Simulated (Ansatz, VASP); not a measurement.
**Two plane-wave programs on Nb2Si2O**

INCAR

```
SYSTEM = Nb2Si2O
  PREC = Accurate
  ENCUT = 600
  EDIFF = 1E-7
  ISMEAR = 0
  SIGMA = 0.1
  LREAL = .False.
  LASPH = .True.
  NELM = 80
  ALGO = Normal
  ISIF = 3
  LWAVE = .False.
  LCHARG = .False.
  GGA = PE
  IBRION = 2
  NSW = 100
  EDIFFG = -0.01
```

KPOINTS

```
regular mesh
0
Gamma
  10 10 10
  0 0 0
```

Contents of POSCAR:

```
Nb2Si2O
1.0
   -2.5577347030      2.5577347030      3.1404075868
    2.5577347030     -2.5577347030      3.1404075868
    2.5577347030      2.5577347030     -3.1404075868
Nb Si O
2 2 1
Direct
    0.7500000000      0.2500000000      0.5000000000
    0.2500000000      0.7500000000      0.5000000000
    0.2836698020      0.2836698020      0.0000000000
    0.7163301980      0.7163301980      0.0000000000
    0.0000000000      0.0000000000      0.0000000000
```

Input for Ansatz:

```yaml
crystal:
  lattice:
    - [-2.557734703, 2.557734703, 3.1404075868]
    - [2.557734703, -2.557734703, 3.1404075868]
    - [2.557734703, 2.557734703, -3.1404075868]
  atoms:
    - { symbol: Nb, position: [0.75, 0.25, 0.5] }
    - { symbol: Nb, position: [0.25, 0.75, 0.5] }
    - { symbol: Si, position: [0.283669802, 0.283669802, 0.0] }
    - { symbol: Si, position: [0.716330198, 0.716330198, 0.0] }
    - { symbol: O, position: [0.0, 0.0, 0.0] }
basis:
  ecutwfc: 420
kpoints:
  mp_grid: { grid: [10, 10, 10] }
hamiltonian:
  xc: pbe
scf:
  occupations: { method: gaussian, width: 0.1 }
output:
  forces: true
  stress: true
  eigenvalues: true
relax:
  adjacent_minimum: "off"
  f_tol: 0.01
  max_steps: 80
  cell: { stress_tol: 0.05 }
```

Change from the starting cell: species swapped into the NdCo2B2 type (I4/mmm, No. 139).

Alike in both runs: task relaxation of cell and atoms; functional PBE; k mesh 10 × 10 × 10; occupations gaussian, width 0.1 eV; no spin polarisation.

|  | VASP | Ansatz |
| --- | --- | --- |
| version | VASP 6.6.1 | Ansatz 0.2.0 |
| potentials or method | VASP PAW PBE potentials, release 64 (Nb_sv, Si, O), cutoff 600 eV | scalar-relativistic, plane waves, PAW |
| valence electrons in the cell | 40 | 40 |

|  | VASP | Ansatz | Ansatz less VASP |
| --- | --- | --- | --- |
| gap on the k mesh at the Fermi level, each at its own relaxed structure (eV) | none | none | - |
| relaxed volume (Å³/atom) | 16.39 | 16.41 | +0.026 |
| relaxed length of the cell vector where the two differ most in proportion (Å) | 4.785 | 4.787 | +0.0022 |

A gap of «none» marks a metal or a gap that the smearing closes.
